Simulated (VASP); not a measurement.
The system is BAs.

```xyz
2
Lattice="0.0000 2.3919 2.3919 2.3919 0.0000 2.3919 2.3919 2.3919 0.0000" Properties=species:S:1:pos:R:3 pbc="T T T"
B     0.0000    0.0000    0.0000
As    1.1959    1.1959    1.1959
```

Base run:

* Program: VASP 6.6.1
* Functional: PBE
* Potentials or basis: VASP PAW PBE potentials, release 64 (B, As)
* Cutoff: 520 eV
* k mesh: 6 × 6 × 6
* Occupations: gaussian, width 0.01 eV
* Spin: no spin polarisation

Its results: band gap on the k mesh 1.28 eV, indirect (least direct gap 3.27 eV); pressure 2.9 GPa.

The run is repeated on the same cell with these changes: k mesh from 6 × 6 × 6 to 8 × 8 × 8. What comes out?

Band gap on the k mesh 1.19 eV, indirect (least direct gap 3.27 eV); pressure 2.8 GPa.

A k mesh can miss the band edges.
